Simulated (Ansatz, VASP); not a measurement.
Ge: VASP beside Ansatz

File POSCAR:

```
Ge
1.0
    2.7104700000      0.0000000000      0.0000000000
    0.0000000000      2.7104700000      0.0000000000
    0.0000000000      0.0000000000      2.7104700000
Ge
1
Direct
    0.0000000000      0.0000000000      0.0000000000
```

INCAR.step1

```
SYSTEM = Ge
PREC = Accurate ; ENCUT = 520
ISMEAR = -1 ; SIGMA = 0.05
LREAL = .False. ; LASPH = .True.
NELM = 100 ; NBANDS = 13
GGA = PE ; ALGO = Normal
EDIFF = 1E-4 ; LWAVE = .True.
LCHARG = .False.
```

Contents of INCAR.step2:

```
SYSTEM = Ge
PREC = Accurate ; ENCUT = 520
EDIFF = 1E-6 ; ISMEAR = -1
SIGMA = 0.05 ; LREAL = .False.
LASPH = .True. ; NELM = 100
ALGO = Normal ; ISIF = 2
LWAVE = .False. ; LCHARG = .False.
METAGGA = R2SCAN ; LMIXTAU = .True.
NBANDS = 13 ; ISTART = 1
```

File KPOINTS:

```
Automatic mesh
0
Gamma
  6 6 6
  0 0 0
```

Contents of input.yaml:

```yaml
crystal:
  lattice:
    - [2.71047, 0.0, 0.0]
    - [0.0, 2.71047, 0.0]
    - [0.0, 0.0, 2.71047]
  atoms:
    - { symbol: Ge, position: [0.0, 0.0, 0.0] }
hamiltonian:
  xc: r2scan
  pseudopotentials: { kind: paw }
kpoints:
  mp_grid: { grid: [6, 6, 6] }
scf:
  occupations: { method: fermi_dirac, width: 0.05 }
  n_extra_bands: 6
output:
  forces: true
  stress: true
  eigenvalues: true
  dos: { projected: true, de: 0.05, nscf_kmesh: { grid: [9, 9, 9] } }
```

Alike in both runs: functional r2SCAN; k mesh 6 × 6 × 6; occupations fermi-dirac, width 0.05 eV; no spin polarisation.

|  | VASP | Ansatz |
| --- | --- | --- |
| version | VASP 6.6.1 | Ansatz 0.2.0 |
| potentials or method | VASP PAW PBE potentials, release 64 (Ge_d) | Ansatz PAW |
| plane-wave cutoff (eV) | 520 | 500 |
| valence electrons in the cell | 14 | 14 |
| task | single point | projected density of states |

```csv
,VASP,Ansatz,Ansatz less VASP
gap on the k mesh at the Fermi level (eV),none,none,-
pressure (GPa),-2.6,-2.6,+0.05
```

VASP's potentials were made for PBE, not for r2SCAN. A gap of «none» marks a metal or a gap that the smearing closes.

The k mesh is coarse, so the values compare programs but aren't converged.
